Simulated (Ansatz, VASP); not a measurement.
**LaSb: VASP beside Ansatz**

```
La Sb
1.0
     0.00000    3.24500    3.21255
     3.24500    0.00000    3.21255
     3.24500    3.24500    0.00000
La Sb
1 1
Cartesian
  0.0000 0.0000 0.0000
  3.2450 3.2450 3.2125
```

Change from the starting cell: zz strain of -1 %.

Alike in both runs: task single point; functional PBEsol; k mesh 10 × 10 × 10; occupations fermi-dirac, width 0.05 eV; no spin polarisation.

```csv
,VASP,Ansatz
version,VASP 6.6.1,Ansatz 0.2.0
potentials or method,"VASP PAW PBE potentials, release 64 (La, Sb), cutoff 520 eV","all-electron LAPW, scalar-relativistic"
```

```tsv
	VASP	Ansatz	Ansatz less VASP
pressure (GPa)	-0.4	-0.4	+0.04
traceless stress, the component that is largest in VASP (GPa)	0.85	0.85	+0.001
```

VASP's potentials were made for PBE, not for PBEsol. Ansatz ran all-electron here, and VASP with PAW potentials.

Spin-orbit coupling is off throughout.
